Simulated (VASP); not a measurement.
CuH3, 4 atoms in the cell. The structure is cubic, space group Pm-3m (No. 221). The conventional cell has a = 3.324 Å, b = 3.324 Å, c = 3.324 Å, α = 90.00°, β = 90.00°, γ = 90.00°. Within 3.1 Å of Cu (site symmetry m-3m) lie 12 H at 2.35 Å. H (site symmetry 4/mmm) has 4 Cu at 2.35 Å and 8 H at 2.35 Å within 3.1 Å. The cell was generated, and may not be a known phase.

```yaml
Program: VASP 6.6.1
Task: relaxation of cell and atoms
Functional: PBE
Potentials_or_basis: VASP PAW PBE potentials, release 64 (Cu, H)
Cutoff: 600 eV
k_mesh: 6 × 6 × 6
Occupations: gaussian, width 0.1 eV
Spin: no spin polarisation
Dipole_correction: no
Further_INCAR_settings: ALGO = Normal; EDIFF = 1e-06; IBRION = 2; EDIFFG = -0.04; NSW = 90; ISIF = 3
```

Potentials or basis: VASP PAW PBE potentials, release 64 (Cu, H).

The run is started by

```sh
$ cat potpaw_PBE.64/Cu/POTCAR potpaw_PBE.64/H/POTCAR > POTCAR
$ mpirun -np 1 vasp_std > vasp.out
```

Hardware: 1 thread of AMD EPYC 7R13 Processor (Zen 3), with other jobs on the host.

Question: How long does it take, and how much memory?

Answer: Wall time 48 s on 1 thread of AMD EPYC 7R13 Processor (Zen 3), with other jobs on the host, peak memory 0.14 GiB. Counts: scf iterations 76, k points 20, ion steps 6.
